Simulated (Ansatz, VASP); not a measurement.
# Ge: VASP beside Ansatz

```xyz
1
Lattice="0.0000 2.1571 2.1571 2.1571 0.0000 2.1571 2.1571 2.1571 0.0000" Properties=species:S:1:pos:R:3 pbc="T T T"
Ge    0.0000    0.0000    0.0000
```

Alike in both runs: task single point; functional RPBE; k mesh 14 × 14 × 14; occupations fermi-dirac, width 0.1 eV; no spin polarisation.

|  | VASP | Ansatz |
| --- | --- | --- |
| version | VASP 6.6.1 | Ansatz 0.2.0 |
| potentials or method | VASP PAW PBE potentials, release 64 (Ge_d), cutoff 520 eV | plane waves (420 eV) with PAW, scalar-relativistic |
| valence electrons in the cell | 14 | 14 |

|  | VASP | Ansatz | Ansatz less VASP |
| --- | --- | --- | --- |
| pressure (GPa) | 0.1 | 0.2 | +0.11 |

VASP's potentials were made for PBE, not for RPBE.
